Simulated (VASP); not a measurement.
# SmO3 (Pmmm) in VASP: further runs, part 2 of 2

VASP 6.6.1. Earlier steps stand in the parts before.

## Step 3: Single point, PBE

Contents of INCAR:

```
SYSTEM = SmO3
PREC     = Accurate       ! precision mode
ENCUT    = 600            ! plane-wave cutoff, eV
EDIFF    = 1E-6           ! SCF threshold, eV
ISMEAR   = 0              ! smearing method
SIGMA    = 0.1            ! smearing width, eV
LREAL    = .FALSE.        ! projectors in reciprocal space
LASPH    = .TRUE.         ! aspherical terms in the spheres
NELM     = 200            ! most SCF steps
ALGO     = Normal         ! electronic algorithm
ISIF     = 2              ! what is computed and relaxed
LWAVE    = .FALSE.        ! write WAVECAR
LCHARG   = .FALSE.        ! write CHGCAR
GGA      = PE             ! functional
NBANDS   = 22             ! bands
GGA_COMPAT= .FALSE.      
LMAXMIX  = 6              ! l up to which the mixer works
```

Contents of KPOINTS:

```
Automatic mesh
0
G
  10 10 8
  0 0 0
```

Contents of POSCAR:

```
SmO3
1.0
    4.4059692000      0.0000000000      0.0000000000
    0.0000000000      4.6241452850      0.0000000000
    0.0000000000      0.0000000000      7.2276941038
Sm O
1 3
Direct
    0.0000000000      0.0000000000      0.0000000000
    0.8375339347      0.5000000000      0.0000000000
    0.5000000000      0.0000000000      0.0000000000
    0.1624660653      0.5000000000      0.0000000000
```

Potentials or basis: VASP PAW PBE potentials, release 64 (Sm_3, O), 4f in core.

Started as:

```sh
cat potpaw_PBE.64/Sm_3/POTCAR potpaw_PBE.64/O/POTCAR > POTCAR
mpirun -np 1 vasp_std > vasp.out
```

OUTCAR:

```text
SYSTEM = SmO3
   PREC = Accurate
   ENCUT = 600
   EDIFF = 1E-6
   ISMEAR = 0
   LREAL = .FALSE.
   LASPH = .TRUE.
   NELM = 200
   ISIF = 2
   GGA = PE

 ion  position               nearest neighbor table
   1  0.000  0.000  0.000-   3 2.20   3 2.20   4 2.42   2 2.42   4 2.42   2 2.42
   2  0.838  0.500  0.000-   4 1.43   1 2.42   1 2.42
   3  0.500  0.000  0.000-   1 2.20   1 2.20
   4  0.162  0.500  0.000-   2 1.43   1 2.42   1 2.42

  LATTYP: Found a simple orthorhombic cell.
 ALAT       =     4.4059692000
 B/A-ratio  =     1.0495182955
 C/A-ratio  =     1.6404322808

  Lattice vectors:

 A1 = (   4.4059692000,   0.0000000000,   0.0000000000)
 A2 = (   0.0000000000,   4.6241452850,   0.0000000000)
 A3 = (   0.0000000000,   0.0000000000,   7.2276941038)

Analysis of symmetry for initial positions (statically):
=====================================================================
 Subroutine PRICEL returns:
 Original cell was already a primitive cell.

 Routine SETGRP: Setting up the symmetry group for a
 simple orthorhombic supercell.

 Subroutine GETGRP returns: Found  8 space group operations
 (whereof  8 operations were pure point group operations)
 out of a pool of  8 trial point group operations.

The static configuration has the point symmetry D_2h.

Analysis of symmetry for dynamics (positions and initial velocities):
=====================================================================
 Subroutine PRICEL returns:
 Original cell was already a primitive cell.

 Routine SETGRP: Setting up the symmetry group for a
 simple orthorhombic supercell.

 Subroutine GETGRP returns: Found  8 space group operations
 (whereof  8 operations were pure point group operations)
 out of a pool of  8 trial point group operations.

The dynamic configuration has the point symmetry D_2h.

 Subroutine INISYM returns: Found  8 space group operations
 (whereof  8 operations are pure point group operations),
 and found     1 'primitive' translations

----------------------------------------------------------------------------------------

                                     Primitive cell

  volume of cell :     147.2559

  direct lattice vectors                    reciprocal lattice vectors
     4.405969200  0.000000000  0.000000000     0.226964819  0.000000000  0.000000000
     0.000000000  4.624145285  0.000000000     0.000000000  0.216256181  0.000000000
     0.000000000  0.000000000  7.227694104     0.000000000  0.000000000  0.138356713

  length of vectors
     4.405969200  4.624145285  7.227694104     0.226964819  0.216256181  0.138356713

  position of ions in fractional coordinates (direct lattice)
     0.000000000  0.000000000  0.000000000
     0.837533935  0.500000000  0.000000000
     0.500000000  0.000000000  0.000000000
     0.162466065  0.500000000  0.000000000

  ion indices of the primitive-cell ions
   primitive index   ion index
                 1           1
                 2           2
                 3           3
                 4           4

----------------------------------------------------------------------------------------

 KPOINTS: Automatic mesh

Automatic generation of k-mesh.
 Grid dimensions read from file:
 generate k-points for:   10   10    8

 Generating k-lattice:

  Cartesian coordinates                     Fractional coordinates (reciprocal lattice)
     0.022696482  0.000000000  0.000000000     0.100000000  0.000000000  0.000000000
     0.000000000  0.021625618  0.000000000     0.000000000  0.100000000  0.000000000
     0.000000000  0.000000000  0.017294589     0.000000000  0.000000000  0.125000000

  Length of vectors
     0.022696482  0.021625618  0.017294589

  Shift w.r.t. Gamma in fractional coordinates (k-lattice)
     0.000000000  0.000000000  0.000000000

 Subroutine IBZKPT returns following result:
 ===========================================

 Found    180 irreducible k-points:

 Following reciprocal coordinates:
            Coordinates               Weight
  0.000000  0.000000  0.000000      1.000000
  0.100000  0.000000  0.000000      2.000000
  0.200000  0.000000  0.000000      2.000000
  0.300000  0.000000  0.000000      2.000000
  0.400000  0.000000  0.000000      2.000000
  0.500000  0.000000  0.000000      1.000000
[... 16 lines left out ...]
  0.400000  0.300000  0.000000      4.000000
  0.500000  0.300000  0.000000      2.000000
 [... further k-points ...]
   k-points           NKPTS =    180   k-points in BZ     NKDIM =    180   number of bands    NBANDS=     22
   number of dos      NEDOS =    301   number of ions     NIONS =      4
   total plane-waves  NPLWV =  86400
   dimension x,y,z NGX =    36 NGY =   40 NGZ =   60
   dimension x,y,z NGXF=    72 NGYF=   80 NGZF=  120
   ions per type =               1   3
   NGX,Y,Z   is equivalent  to a cutoff of  13.58, 14.38, 13.80 a.u.
   NGXF,Y,Z  is equivalent  to a cutoff of  27.17, 28.76, 27.60 a.u.
 SYSTEM =  SmO3
   PREC   = accura    normal or accurate (medium, high low for compatibility)
   ISTART =      0    job   : 0-new  1-cont  2-samecut
   ICHARG =      2    charge: 1-file 2-atom 10-const
   ISPIN  =      1    spin polarized calculation?
   LNONCOLLINEAR =      F non collinear calculations
   LSORBIT =      F    spin-orbit coupling
   LASPH  =      T    aspherical Exc in radial PAW
   ENCUT  =  600.0 eV  44.10 Ry    6.64 a.u.   8.80  9.24 14.44*2*pi/ulx,y,z
   NELM   =    200;   NELMIN=  2; NELMDL= -5     # of ELM steps
   EDIFF  = 0.1E-05   stopping-criterion for ELM
   LREAL  =      F    real-space projection
   EDIFFG = 0.1E-04   stopping-criterion for IOM
   NSW    =      0    number of steps for IOM
   IBRION =     -1    ionic relax: 0-MD 1-quasi-New 2-CG
   NFREE  =      0    steps in history (QN), initial steepest desc. (CG)
   ISIF   =      2    stress and relaxation
   ISYM   =      2    0-nonsym 1-usesym 2-fastsym
   POTIM  = 0.5000    time-step for ionic-motion
   TEBEG  =    0.0;   TEEND  =   0.0 temperature during run
   PSTRESS=    0.0 pullay stress
   NELECT =      29.0000    total number of electrons
   NUPDOWN=      -1.0000    fix difference up-down
   EMIN   =  10.00;   EMAX   =-10.00  energy-range for DOS
   EFERMI =   0.00;   METHOD = LEGACY
   ISMEAR =     0;   SIGMA  =   0.10  broadening in eV -4-tet -1-fermi 0-gaus
   EFERMI_NEDOS =   21; number of points for ismear=-14 and -15
   IALGO  =     38    algorithm
   IMIX   =      4    mixing-type and parameters
     AMIX     =   0.40;   BMIX     =  1.00
     AMIX_MAG =   1.60;   BMIX_MAG =  1.00
  volume/ion in A,a.u.               =      36.81       248.43
  Fermi-wavevector in a.u.,A,eV,Ry     =   0.952467  1.799902 12.343115  0.907193
  Thomas-Fermi vector in A             =   2.081032
   LORBIT       =      0    0 simple, 1 ext, 2 COOP (PROOUT), +10 PAW based schemes
   GGA     = PE    functional components
   LHFCALC =     F    Hartree Fock is set to
   AEXX    =    0.0000 exact exchange contribution
   IVDW    =     0    specifies the selected vdW correction
   LEPSILON=     F    determine dielectric tensor
   LRPA    =     F    only Hartree local field effects (RPA)
 non-spin polarized calculation
 Gauss-broadening in eV      SIGMA  =   0.10
  energy-cutoff  :      600.00
  volume of cell :      147.26
 maximum number of plane-waves:      4952
 NGX is ok and might be reduce to    36
   NGX = 17   NGY = 19   NGZ = 29

 number of electron      29.0000000 magnetization

 Free energy of the ion-electron system (eV)
  ---------------------------------------------------
  ext. energy  EPLUGINS =         0.00000000
  ---------------------------------------------------
  free energy    TOTEN  =       -24.71514419 eV

  energy without entropy =      -24.67238463  energy(sigma->0) =      -24.69376441

 E-fermi :  -1.7857     XC(G=0):  -5.1565

 val. band max:       -1.7876010201   @ k =   0.3000   0.0000   0.0000
 cond. band min:      -1.7427746202   @ k =   0.0000   0.4000   0.3750
 fundamental gap:      0.0448263999
 Fermi energy:        -1.7857178065

 k-point     1 :       0.0000    0.0000    0.0000
  band No.  band energies     occupation
      1     -41.9101      2.00000
      2     -23.8318      2.00000
      3     -21.7322      2.00000
      4     -21.4896      2.00000
      5     -21.1845      2.00000
      6     -17.7253      2.00000
[... 574 lines left out ...]
      6     -16.1599      2.00000
[... 14 lines left out ...]
     21       4.5644      0.00000
     22       4.8834      0.00000

 [... further k-points ...]

------------------------ aborting loop because EDIFF is reached ----------------------------------------

  FORCE on cell =-STRESS in cart. coord.  units (eV):
  Direction    XX          YY          ZZ          XY          YZ          ZX
  --------------------------------------------------------------------------------------
  -------------------------------------------------------------------------------------
  Total        0.8709821      0.2317362     -0.0835152      0.0000000      0.0000000      0.0000000
  in kB        9.4764816      2.5213425     -0.9086642      0.0000000      0.0000000      0.0000000
  external PRESSURE =       3.6963866 kB  Pullay stress =       0.0000000 kB

 VOLUME and BASIS-vectors are now :
 -----------------------------------------------------------------------------
  energy-cutoff  :      600.00
  volume of cell :      147.26
      direct lattice vectors                 reciprocal lattice vectors
     4.405969200  0.000000000  0.000000000     0.226964819  0.000000000  0.000000000
     0.000000000  4.624145285  0.000000000     0.000000000  0.216256181  0.000000000
     0.000000000  0.000000000  7.227694104     0.000000000  0.000000000  0.138356713

 POSITION                                       TOTAL-FORCE (eV/Angst)
 -----------------------------------------------------------------------------------
      0.00000      0.00000      0.00000        -0.000000      0.000000      0.000000
      3.69015      2.31207      0.00000        -0.312477     -0.000000     -0.000000
      2.20298      0.00000      0.00000        -0.000000      0.000000      0.000000
      0.71582      2.31207      0.00000         0.312477      0.000000      0.000000
 -----------------------------------------------------------------------------------
    total drift:                                0.000000      0.000000     -0.000000

  FREE ENERGIE OF THE ION-ELECTRON SYSTEM (eV)
  ---------------------------------------------------
  free  energy   TOTEN  =       -24.7151441912 eV

  energy  without entropy=      -24.6723846331  energy(sigma->0) =      -24.69376441
```

Run time: 5.6 min. Hardware: 1 thread of Intel Xeon 6975P-C (Granite Rapids), shared host; peak memory 0.73 GiB.

What came out:

* Free energy: -24.7151 eV
* Pressure: 0.4 GPa
* Largest force: 0.312 eV/Å
* Band gap on the k mesh: zero (an odd number of electrons rules out a gap without spin polarisation)

Forces on the atoms (eV/Å):
```
Sm   0.000  0.000  0.000
O   -0.312  0.000  0.000
O    0.000  0.000  0.000
O    0.312  0.000  0.000
```

Stress tensor (GPa, compression positive):
```
 0.95  0.00  0.00
 0.00  0.25  0.00
 0.00  0.00 -0.09
```

Caveat: spin-orbit coupling is left out, which moves the levels of the heavy elements; the 4f electrons are frozen in the core, so they carry no moment and show no levels; an odd number of electrons without spin polarisation forces a metal; a magnetic or distorted state may lie lower; the run has no spin polarisation, though such a crystal can be magnetic. Spin polarisation is off, so any magnetic state and its effect on volume and gap are missing.

The gap in the log of VASP goes by the Fermi energy; the results here count the filled bands.